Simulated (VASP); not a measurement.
Ni: relaxation of cell and atoms with PBE

Crystal: Ni.

```xyz
1
Lattice="0.0000 1.7598 1.7598 1.7598 0.0000 1.7598 1.7598 1.7598 0.0000" Properties=species:S:1:pos:R:3 pbc="T T T"
Ni    0.0000    0.0000    0.0000
```

```yaml
Program: VASP 6.6.1
Task: relaxation of cell and atoms
Functional: PBE
Potentials_or_basis: VASP PAW PBE potentials, release 64 (Ni)
Cutoff: 600 eV
k_mesh: 18 × 18 × 18
Occupations: gaussian, width 0.1 eV
Spin: collinear spin, ferromagnetic start
Starting_moments: "[0.81] μB"
Dipole_correction: no
Further_INCAR_settings: ALGO = Normal; EDIFF = 1e-06; IBRION = 2; EDIFFG = -0.025; NSW = 90; ISIF = 3
```

The relaxed volume is 10.87 Å³/atom, the relaxed cell is a = 2.487 Å, b = 2.487 Å, c = 2.487 Å, α = 60.00°, β = 60.00°, γ = 60.00° and the space group after relaxing (to 0.05 Å) is Fm-3m (No. 225). The energy gained by relaxing is 0.0 meV/atom, the ionic steps are 3 and the pressure after relaxing is 0.0 GPa. The net moment is 0.62 μB per cell and the site moments are Ni +0.63 μB. The valence electrons inside the program's atomic spheres are Ni 9.31.

Final structure:
```
Ni
1.0
     0.00000    1.75844    1.75844
     1.75844    0.00000    1.75844
     1.75844    1.75844    0.00000
Ni
1
Cartesian
  0.0000 0.0000 0.0000
```

Levels at points of the mesh, in eV from the Fermi level:
Spin up:
```
           k point  band 3  band 4  band 5  band 6  band 7  band 8
(0.00, 0.00, 0.00)   -2.43   -2.43   -1.25   -1.25   23.73   27.59
(0.50, 0.00, 0.00)   -2.41   -0.60   -0.60   -0.29    5.67   22.22
(0.50, 0.50, 0.00)   -0.54   -0.47   -0.47    2.45    9.23   14.83
```
Spin down:
| k point | band 1 | band 2 | band 3 | band 4 | band 5 | band 6 | band 7 | band 8 | band 9 |
| --- | --- | --- | --- | --- | --- | --- | --- | --- | --- |
| (0.00, 0.00, 0.00) | -9.05 | -1.69 | -1.69 | -1.69 | -0.68 | -0.68 | 23.57 | 27.57 | 27.57 |
| (0.50, 0.00, 0.00) | -4.41 | -1.80 | -1.80 | -0.35 | 0.15 | 0.15 | 6.09 | 22.08 | 24.77 |
| (0.50, 0.50, 0.00) | -4.31 | -3.58 | 0.06 | 0.39 | 0.39 | 2.41 | 9.46 | 14.84 | 14.84 |

It took 46 s on 1 thread of Intel(R) Xeon(R) Platinum 8375C CPU @ 2.90GHz (Ice Lake), on a shared host, peak memory 0.17 GiB.
